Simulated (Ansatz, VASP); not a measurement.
ZrC in VASP and in Ansatz

File INCAR:

```
PREC = Accurate
ENCUT = 520
EDIFF = 1E-8
ISMEAR = -1
SIGMA = 0.05
LREAL = False
LASPH = True
NELM = 100
ALGO = Normal
ISIF = 2
LWAVE = False
LCHARG = False
GGA = PE
LEFG = True
NBANDS = 15
```

File KPOINTS:

```
Automatic mesh
0
Gamma
  15 15 15
```

The input POSCAR:

```
ZrC
1.0
    0.0000000000      2.3502100000      2.3502100000
    2.3502100000      0.0000000000      2.3502100000
    2.3502100000      2.3502100000      0.0000000000
Zr C
1 1
Direct
    0.5000000000      0.5000000000      0.5601737717
    0.0000000000      0.0000000000      0.0000000000
```

Input for Ansatz:

```yaml
crystal:
  lattice:
    - [0.0, 2.35021, 2.35021]
    - [2.35021, 0.0, 2.35021]
    - [2.35021, 2.35021, 0.0]
  atoms:
    - { symbol: Zr, position: [0.5, 0.5, 0.5601737717] }
    - { symbol: C, position: [0.0, 0.0, 0.0] }
kpoints:
  mp_grid: { grid: [15, 15, 15] }
scf:
  occupations: { method: fermi_dirac, width: 0.05 }
hamiltonian:
  xc: pbe
  pseudopotentials: { kind: all_electron, datasets: crystal }
output:
  forces: true
  stress: true
  eigenvalues: true
  efg: { contact_densities: true }
```

Alike in both runs: task electric field gradients; functional PBE; k mesh 15 × 15 × 15; occupations fermi-dirac, width 0.05 eV; no spin polarisation.

|  | VASP | Ansatz |
| --- | --- | --- |
| version | VASP 6.6.1 | Ansatz 0.2.0 |
| potentials or method | VASP PAW PBE potentials, release 64 (Zr_sv, C), cutoff 520 eV | all-electron PAW with datasets made for the crystal, scalar-relativistic |

VASP gave:

```
pressure (GPa)                                                : 4.5
traceless stress, the component that is largest in VASP (GPa) : -3.86
rms of the force components (eV/Å)                            : 0.763
size of Vzz on the site where it differs most (V/Å²)          : 5.7
```

Q: Estimate Ansatz's values.

A: Pressure (GPa): 4.3; traceless stress, the component that is largest in VASP (GPa): -3.84; rms of the force components (eV/Å): 0.760; size of Vzz on the site where it differs most (V/Å²): 5.5.

Atom by atom the forces differ by 0.003 eV/Å (rms over components). Ansatz ran all-electron here, and VASP with PAW potentials.
